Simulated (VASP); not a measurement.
# Mo (P6/mmm) in VASP: single point with RPBE

Aim: the single point of Mo with RPBE.

All numbers are computed with VASP 6.6.1; they aren't measurements. Logs are shortened: lines on timing, memory, paths and dates and some standing lists are left out, and cuts for length are marked.

### 1 The cell of the first run

It takes space group P6/mmm (No. 191, hexagonal). Conventional cell: a = 4.691 Å, b = 4.691 Å, c = 2.575 Å, α = 90.00°, β = 90.00°, γ = 120.00°. Within 3.4 Å of Mo (site symmetry 6/mmm) lie 14 Mo at 2.58 to 3.00 Å. Mo (site symmetry -6m2) has 11 Mo at 2.58 to 3.00 Å within 3.4 Å.

### 2 Single point, RPBE

File INCAR:

```
SYSTEM = Mo
  ALGO = Normal
  EDIFF = 1E-6
  ENCUT = 520
  GGA = RP
  ISIF = 2
  ISMEAR = -1
  LASPH = .TRUE.
  LCHARG = .TRUE.
  LELF = .TRUE.
  LREAL = .FALSE.
  LVHAR = .TRUE.
  LWAVE = .FALSE.
  NBANDS = 28
  NELM = 100
  PREC = Accurate
  SIGMA = 0.1
```

File KPOINTS:

```
k-points
0
G
  10 10 16
  0 0 0
```

File POSCAR:

```
Mo
1.0
    4.6906993487      0.0000000000      0.0000000000
   -2.3453496744      4.0622647975      0.0000000000
    0.0000000000      0.0000000000      2.5752274974
Mo
3
Direct
    0.0000000000      1.0000000000      0.0000000000
    0.3333333333      0.6666666667      0.5000000000
    0.6666666667      0.3333333333      0.5000000000
```

Potentials or basis: VASP PAW PBE potentials, release 64 (Mo_sv).

On the command line:

```
$ cat potpaw_PBE.64/Mo_sv/POTCAR > POTCAR
$ mpirun -np 1 vasp_std > vasp.out
```

OUTCAR:

```text
SYSTEM = Mo
   EDIFF = 1E-6
   ENCUT = 520
   GGA = RP
   ISIF = 2
   ISMEAR = -1
   LASPH = .TRUE.
   LREAL = .FALSE.
   NELM = 100
   PREC = Accurate

 ion  position               nearest neighbor table
   1  0.000  0.000  0.000-   2 3.00   3 3.00   2 3.00   3 3.00   3 3.00   3 3.00   2 3.00   2 3.00
                             3 3.00   3 3.00   2 3.00   2 3.00
   2  0.333  0.667  0.500-   3 2.71   3 2.71   3 2.71   1 3.00   1 3.00   1 3.00   1 3.00   1 3.00
                             1 3.00
   3  0.667  0.333  0.500-   2 2.71   2 2.71   2 2.71   1 3.00   1 3.00   1 3.00   1 3.00   1 3.00
                             1 3.00

  LATTYP: Found a hexagonal cell.
 ALAT       =     4.6906993487
 C/A-ratio  =     0.5490071535

  Lattice vectors:

 A1 = (   4.6906993487,   0.0000000000,   0.0000000000)
 A2 = (  -2.3453496744,   4.0622647975,   0.0000000000)
 A3 = (   0.0000000000,   0.0000000000,   2.5752274974)

Analysis of symmetry for initial positions (statically):
=====================================================================
 Subroutine PRICEL returns:
 Original cell was already a primitive cell.

 Routine SETGRP: Setting up the symmetry group for a
 hexagonal supercell.

 Subroutine GETGRP returns: Found 24 space group operations
 (whereof 24 operations were pure point group operations)
 out of a pool of 24 trial point group operations.

The static configuration has the point symmetry D_6h.

Analysis of symmetry for dynamics (positions and initial velocities):
=====================================================================
 Subroutine PRICEL returns:
 Original cell was already a primitive cell.

 Routine SETGRP: Setting up the symmetry group for a
 hexagonal supercell.

 Subroutine GETGRP returns: Found 24 space group operations
 (whereof 24 operations were pure point group operations)
 out of a pool of 24 trial point group operations.

The dynamic configuration has the point symmetry D_6h.

 Subroutine INISYM returns: Found 24 space group operations
 (whereof 24 operations are pure point group operations),
 and found     1 'primitive' translations

----------------------------------------------------------------------------------------

                                     Primitive cell

  volume of cell :      49.0706

  direct lattice vectors                    reciprocal lattice vectors
[... 87 lines left out ...]
   ENCUT  =  520.0 eV  38.22 Ry    6.18 a.u.   8.72  8.72  4.79*2*pi/ulx,y,z
   NELM   =    100;   NELMIN=  2; NELMDL= -5     # of ELM steps
   EDIFF  = 0.1E-05   stopping-criterion for ELM
   LREAL  =      F    real-space projection
   EDIFFG = 0.1E-04   stopping-criterion for IOM
   NSW    =      0    number of steps for IOM
   IBRION =     -1    ionic relax: 0-MD 1-quasi-New 2-CG
   NFREE  =      0    steps in history (QN), initial steepest desc. (CG)
   ISIF   =      2    stress and relaxation
   ISYM   =      2    0-nonsym 1-usesym 2-fastsym
   POTIM  = 0.5000    time-step for ionic-motion
   TEBEG  =    0.0;   TEEND  =   0.0 temperature during run
   PSTRESS=    0.0 pullay stress
   NELECT =      42.0000    total number of electrons
   NUPDOWN=      -1.0000    fix difference up-down
   EMIN   =  10.00;   EMAX   =-10.00  energy-range for DOS
   EFERMI =   0.00;   METHOD = LEGACY
   ISMEAR =    -1;   SIGMA  =   0.10  broadening in eV -4-tet -1-fermi 0-gaus
   EFERMI_NEDOS =   21; number of points for ismear=-14 and -15
   IALGO  =     38    algorithm
   IMIX   =      4    mixing-type and parameters
     AMIX     =   0.40;   BMIX     =  1.00
     AMIX_MAG =   1.60;   BMIX_MAG =  1.00
  volume/ion in A,a.u.               =      16.36       110.38
  Fermi-wavevector in a.u.,A,eV,Ry     =   1.554357  2.937309 32.872027  2.416026
  Thomas-Fermi vector in A             =   2.658455
   LORBIT       =      0    0 simple, 1 ext, 2 COOP (PROOUT), +10 PAW based schemes
   GGA     = RP    functional components
   LHFCALC =     F    Hartree Fock is set to
   AEXX    =    0.0000 exact exchange contribution
   IVDW    =     0    specifies the selected vdW correction
   LEPSILON=     F    determine dielectric tensor
   LRPA    =     F    only Hartree local field effects (RPA)
 non-spin polarized calculation
  energy-cutoff  :      520.00
  volume of cell :       49.07
 maximum number of plane-waves:      1342
 NGX is ok and might be reduce to    36
   NGX = 17   NGY = 17   NGZ =  9

 number of electron      42.0000003 magnetization

 Free energy of the ion-electron system (eV)
  ---------------------------------------------------
  ext. energy  EPLUGINS =         0.00000000
  ---------------------------------------------------
  free energy    TOTEN  =       -29.95541558 eV

  energy without entropy =      -29.82977001  energy(sigma->0) =      -29.89259279

 E-fermi :  11.7608     XC(G=0): -13.0356

 val. band max:       11.7558601635   @ k =   0.2000   0.1000   0.3125
 cond. band min:      11.7615678947   @ k =   0.2000   0.0000   0.1250
 fundamental gap:      0.0057077312
 Fermi energy:        11.7607987018

 k-point     1 :       0.0000    0.0000    0.0000
  band No.  band energies     occupation
      1     -49.2993      2.00000
      2     -49.1125      2.00000
      3     -48.9677      2.00000
      4     -23.4766      2.00000
      5     -23.4766      2.00000
      6     -23.4362      2.00000
[... 733 lines left out ...]
     27      15.1145      0.00000
     28      15.2539      0.00000

 [... further k-points ...]

------------------------ aborting loop because EDIFF is reached ----------------------------------------

  FORCE on cell =-STRESS in cart. coord.  units (eV):
  Direction    XX          YY          ZZ          XY          YZ          ZX
  --------------------------------------------------------------------------------------
  -------------------------------------------------------------------------------------
  Total        0.1630212      0.1630212      0.1443191     -0.0000000     -0.0000000      0.0000000
  in kB        5.3227138      5.3227138      4.7120844     -0.0000000     -0.0000000      0.0000000
  external PRESSURE =       5.1191707 kB  Pullay stress =       0.0000000 kB

 VOLUME and BASIS-vectors are now :
 -----------------------------------------------------------------------------
  energy-cutoff  :      520.00
  volume of cell :       49.07
      direct lattice vectors                 reciprocal lattice vectors
     4.690699349  0.000000000  0.000000000     0.213187827  0.123084049  0.000000000
    -2.345349674  4.062264798  0.000000000     0.000000000  0.246168098  0.000000000
     0.000000000  0.000000000  2.575227497     0.000000000  0.000000000  0.388315207

 POSITION                                       TOTAL-FORCE (eV/Angst)
 -----------------------------------------------------------------------------------
      0.00000      0.00000      0.00000         0.000000      0.000000      0.000000
     -0.00000      2.70818      1.28761         0.000000     -0.000000     -0.000000
      2.34535      1.35409      1.28761        -0.000000      0.000000      0.000000
 -----------------------------------------------------------------------------------
    total drift:                                0.000000      0.000000     -0.000000

  FREE ENERGIE OF THE ION-ELECTRON SYSTEM (eV)
  ---------------------------------------------------
  free  energy   TOTEN  =       -29.9554155757 eV

  energy  without entropy=      -29.8297700130  energy(sigma->0) =      -29.89259279
```

It took 1.8 min on 1 thread of Intel Xeon Platinum 8488C (Sapphire Rapids), shared host; peak memory 0.25 GiB.

Results:

```
Free energy            : -29.9554 eV
Pressure               : 0.5 GPa
Band gap on the k mesh : zero (band 21 reaches 12.58 eV, above the bottom of band 22 at 11.26 eV)
```

Levels at points of the mesh, in eV from the Fermi level:
| k point | band 18 | band 19 | band 20 | band 21 | band 22 | band 23 | band 24 | band 25 |
| --- | --- | --- | --- | --- | --- | --- | --- | --- |
| (0.00, 0.00, 0.00) | -2.12 | -2.05 | -2.05 | -0.50 | -0.50 | 1.72 | 1.72 | 1.79 |
| (0.50, 0.00, 0.00) | -2.54 | -2.08 | -2.07 | 0.82 | 1.14 | 1.92 | 1.94 | 2.02 |
| (0.00, 0.00, 0.50) | -1.44 | -1.11 | -1.11 | 0.10 | 0.10 | 2.34 | 2.34 | 3.01 |
| (0.50, 0.00, 0.50) | -1.95 | -1.75 | -0.23 | -0.20 | 1.11 | 1.16 | 2.10 | 2.35 |

Caveat: the PAW data sets were made with another functional, which shifts forces and pressure a little.
